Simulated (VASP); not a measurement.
Input of a VASP 6.6.1 run:

INCAR

```
SYSTEM = MoS2
ALGO = Normal
EDIFF = 1E-6
ENCUT = 520
GGA = PE
ISIF = 2
ISMEAR = 0
IVDW = 12
LASPH = .TRUE.
LCHARG = .FALSE.
LREAL = .FALSE.
LWAVE = .FALSE.
NBANDS = 35
NELM = 80
PREC = Accurate
SIGMA = 0.05
```

File KPOINTS:

```
k-points
0
G
  12 12 4
  0 0 0
```

File POSCAR:

```
MoS2
1.0
    3.0234000000      0.0000000000      0.0000000000
   -1.5117000000      2.6183412058      0.0000000000
    0.0000000000      0.0000000000     11.4426000000
Mo S
2 4
Direct
    0.6666666667      0.3333333333      0.2501439769
    0.3333333333      0.6666666667      0.7498560231
    0.3333333333      0.6666666667      0.3795985159
    0.6666666667      0.3333333333      0.8793132861
    0.3333333333      0.6666666667      0.1206867139
    0.6666666667      0.3333333333      0.6204014841
```

Potentials or basis: VASP PAW PBE potentials, release 64 (Mo_sv, S).

Run with:

```bash
$ cat potpaw_PBE.64/Mo_sv/POTCAR potpaw_PBE.64/S/POTCAR > POTCAR
$ mpirun -np 1 vasp_std > vasp.out
```

What does it give for the largest force?

2.860 eV/Å.

Estimate the pressure.

28.7 GPa.

Predict the band gap on the k mesh.

0.55 eV (least direct gap 1.94 eV).

Estimate the dispersion energy per atom.

-0.504 eV.

Stress tensor (GPa, compression positive):
```
26.58  0.00  0.00
 0.00 26.58  0.00
 0.00  0.00 33.02
```

Caveat: the stress differs along the axes, from 27 to 33 GPa; forces of over 1 eV/Å act on the atoms, so gaps and moduli don't describe the material at rest. A k mesh can miss the band edges.
